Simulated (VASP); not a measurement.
Wanted: the native input for a VASP 6.6.1 run.

```yaml
Task: single point
Functional: r2SCAN
Potentials_or_basis: VASP PAW PBE potentials, release 64 (Sr_sv, Cl)
Cutoff: 520 eV
k_mesh: 6 × 6 × 6
Occupations: gaussian, width 0.01 eV
Spin: no spin polarisation
Dipole_correction: no
Further_INCAR_settings: ALGO = Normal; EDIFF = 1e-06; NBANDS = 19
```

The system is SrCl2.

```
Sr Cl
1.0
     2.41250    1.39286    3.94304
    -2.41250    1.39286    3.94304
     0.00000   -2.78572    3.94304
Sr Cl
1 2
Cartesian
  0.0000 0.0000 0.0000
  0.0000 0.0000 2.9567
  0.0000 0.0000 8.8724
```

This cell differs from its parent crystal: strain -1.8%.

The input as run:

POSCAR

```
SrCl2
1.0
    2.4125004969      1.3928578113      3.9430402449
   -2.4125004969      1.3928578113      3.9430402449
    0.0000000000     -2.7857156226      3.9430402449
Sr Cl
1 2
Direct
    0.0000000000      0.0000000000      0.0000000000
    0.2499511381      0.2499511381      0.2499511381
    0.7500488619      0.7500488619      0.7500488619
```

INCAR.step1

```
ALGO     = Normal         # electronic algorithm
EDIFF    = 1E-4           # SCF threshold, eV
ENCUT    = 520            # plane-wave cutoff, eV
GGA      = PE             # functional
ISMEAR   = 0              # smearing method
LASPH    = True           # aspherical terms in the spheres
LCHARG   = False          # write CHGCAR
LREAL    = False          # projectors in reciprocal space
LWAVE    = True           # write WAVECAR
NBANDS   = 19             # bands
NELM     = 60             # most SCF steps
PREC     = Accurate       # precision mode
SIGMA    = 0.01           # smearing width, eV
```

INCAR.step2

```
ALGO     = Normal         # electronic algorithm
EDIFF    = 1E-6           # SCF threshold, eV
ENCUT    = 520            # plane-wave cutoff, eV
ISIF     = 2              # what is computed and relaxed
ISMEAR   = 0              # smearing method
ISTART   = 1            
LASPH    = True           # aspherical terms in the spheres
LCHARG   = False          # write CHGCAR
LMIXTAU  = True         
LREAL    = False          # projectors in reciprocal space
LWAVE    = False          # write WAVECAR
METAGGA  = R2SCAN         # meta-GGA
NBANDS   = 19             # bands
NELM     = 60             # most SCF steps
PREC     = Accurate       # precision mode
SIGMA    = 0.01           # smearing width, eV
```

KPOINTS

```
k-points
0
Gamma
  6 6 6
```

Potentials or basis: VASP PAW PBE potentials, release 64 (Sr_sv, Cl).

Run with:

```sh
$ cat potpaw_PBE.64/Sr_sv/POTCAR potpaw_PBE.64/Cl/POTCAR > POTCAR
$ cp INCAR.step1 INCAR
$ mpirun -np 1 vasp_std > vasp.out
$ cp INCAR.step2 INCAR
$ mpirun -np 1 vasp_std > vasp.out
```

It gave:

- Pressure: 3.3 GPa
- Band gap on the k mesh: 5.95 eV

Caveat: the cell differs from its parent crystal (strain -1.8%); the cell stands under pressure; the PAW data sets were made with another functional, which shifts forces and pressure a little.

Run time: 2.2 min on 1 thread of Intel(R) Xeon(R) Platinum 8259CL CPU @ 2.50GHz (Skylake/Cascade Lake), with other jobs on the host, peak memory 0.24 GiB.
